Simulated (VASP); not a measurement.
Here is a VASP 6.6.1 calculation.

Contents of INCAR:

```
PREC = Accurate
ENCUT = 520
EDIFF = 1E-7
ISMEAR = 0
SIGMA = 0.02
LREAL = False
LASPH = True
NELM = 100
ALGO = Normal
ISIF = 2
LWAVE = False
LCHARG = False
GGA = PE
NBANDS = 46
```

The input KPOINTS:

```
regular mesh
0
Gamma
  12 12 4
```

File POSCAR:

```
GaN
1.0
    3.0138020986      0.0000000000      0.0000000000
   -1.5069010493      2.6100291794      0.0000000000
    0.0000000000      0.0000000000     10.0222605763
Ga N
4 4
Direct
    0.3333333333      0.6666666667      0.8771067685
    0.6666666667      0.3333333333      0.1228932315
    0.6666666667      0.3333333333      0.3771067685
    0.3333333333      0.6666666667      0.6228932315
    0.6666666667      0.3333333333      0.7500000000
    0.0000000000      0.0000000000      0.0000000000
    0.3333333333      0.6666666667      0.2500000000
    0.0000000000      0.0000000000      0.5000000000
```

Potentials or basis: VASP PAW PBE potentials, release 64 (Ga_d, N).

Command:

```console
$ cat potpaw_PBE.64/Ga_d/POTCAR potpaw_PBE.64/N/POTCAR > POTCAR
$ mpirun -np 1 vasp_std > vasp.out
```

**Question.** Predict the largest force.

**Answer.** 0.004 eV/Å.

**Question.** Predict the band gap on the k mesh.

**Answer.** 1.06 eV (least direct gap 1.28 eV).

**Question.** Estimate the pressure.

**Answer.** 0.7 GPa.

Forces on the atoms (eV/Å):
```
Ga   0.000  0.000 -0.004
Ga   0.000  0.000  0.004
Ga   0.000  0.000 -0.004
Ga   0.000  0.000  0.004
N    0.000  0.000  0.000
N    0.000  0.000  0.000
N    0.000  0.000  0.000
N    0.000  0.000  0.000
```

A k mesh can miss the band edges.
